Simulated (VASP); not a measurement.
GaAg2P, 4 atoms in the cell. Symmetry: P4/mmm, No. 123, tetragonal system. Conventional cell: a = 3.836 Å, b = 3.836 Å, c = 5.221 Å, α = 90.00°, β = 90.00°, γ = 90.00°. Ga (site symmetry 4/mmm) has 8 Ag at 3.24 Å and 8 P at 3.76 Å and 4 Ga at 3.84 Å within 4.3 Å. Within 2.5 Å of Ag (site symmetry mmm) lie 2 P at 1.92 Å. Within 2.5 Å of P (site symmetry 4/mmm) lie 4 Ag at 1.92 Å. 

- Program: VASP 6.6.1
- Task: relaxation of cell and atoms
- Functional: PBE
- Potentials or basis: VASP PAW PBE potentials, release 64 (Ga_d, Ag, P)
- Cutoff: 600 eV
- k mesh: 4 × 4 × 4
- Occupations: gaussian, width 0.1 eV
- Spin: no spin polarisation
- Dipole correction: no
- Further INCAR settings: ALGO = Normal; EDIFF = 1e-07; IBRION = 2; EDIFFG = -0.04; NSW = 90; ISIF = 3

Potentials or basis: VASP PAW PBE potentials, release 64 (Ga_d, Ag, P).

Command:

```sh
$ cat potpaw_PBE.64/Ga_d/POTCAR potpaw_PBE.64/Ag/POTCAR potpaw_PBE.64/P/POTCAR > POTCAR
$ mpirun -np 1 vasp_std > vasp.out
```

Hardware: 1 thread of Intel(R) Xeon(R) 6975P-C (Granite Rapids), on a shared host.

Problem. How long does it take, and how much memory?

Solution. Run time: 8.7 min on 1 thread of Intel(R) Xeon(R) 6975P-C (Granite Rapids), with other jobs on the host, peak memory 0.23 GiB. Counts: scf iterations 289, k points 18, ion steps 28.
